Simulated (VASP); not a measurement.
Here is a VASP 6.6.1 calculation.

Contents of INCAR:

```
PREC = Accurate ; ENCUT = 520
EDIFF = 1E-7 ; ISMEAR = 0
SIGMA = 0.1 ; LREAL = F
LASPH = T ; NELM = 80
ALGO = Fast ; ISIF = 2
LWAVE = F ; LCHARG = F
GGA = PE ; IVDW = 12
NBANDS = 20
```

Contents of KPOINTS:

```
regular mesh
0
Gamma
  15 15 8
```

File POSCAR:

```
Tl
1.0
    3.4391473374      0.0000000000      0.0000000000
   -1.7195736687      2.9783889615      0.0000000000
    0.0000000000      0.0000000000      5.4344149846
Tl
2
Direct
    0.3333333333      0.6666666667      0.2500000000
    0.6666666667      0.3333333333      0.7500000000
```

Potentials or basis: VASP PAW PBE potentials, release 64 (Tl_d).

Run with:

```console
$ cat potpaw_PBE.64/Tl_d/POTCAR > POTCAR
$ mpirun -np 1 vasp_std > vasp.out
```

Predict the band gap on the k mesh.

zero (band 13 reaches 10.61 eV, above the bottom of band 14 at 4.58 eV).

Estimate the pressure.

2.3 GPa.

Caveat: spin-orbit coupling is left out, which moves the levels of the heavy elements; pairwise dispersion overbinds metals, which lowers pressure and volume.
